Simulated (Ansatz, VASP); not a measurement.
Two plane-wave programs on KCl

```
K Cl
1.0
     0.00000    3.24804    3.24804
     3.24804    0.00000    3.24804
     3.24804    3.24804    0.00000
K Cl
1 1
Direct
  0.00000 0.00000 0.00000
  0.50000 0.50000 0.50000
```

Alike in both runs: task single point; functional r2SCAN; k mesh 6 × 6 × 6; occupations gaussian, width 0.02 eV; no spin polarisation.

|  | VASP | Ansatz |
| --- | --- | --- |
| version | VASP 6.6.1 | Ansatz 0.2.0 |
| potentials or method | VASP PAW PBE potentials, release 64 (K_sv, Cl), cutoff 520 eV | scalar-relativistic, plane waves, PAW |
| valence electrons in the cell | 16 | 16 |

Ansatz gave:

| Quantity | Value |
| --- | --- |
| gap on the k mesh at the Fermi level (eV) | 5.51 |
| least direct gap on the mesh (eV) | 5.51 |
| pressure (GPa) | -1.4 |

Question: Estimate VASP's values.

Answer: gap on the k mesh at the Fermi level (eV): 5.51; least direct gap on the mesh (eV): 5.51; pressure (GPa): -1.5.

VASP's potentials were made for PBE, not for r2SCAN.
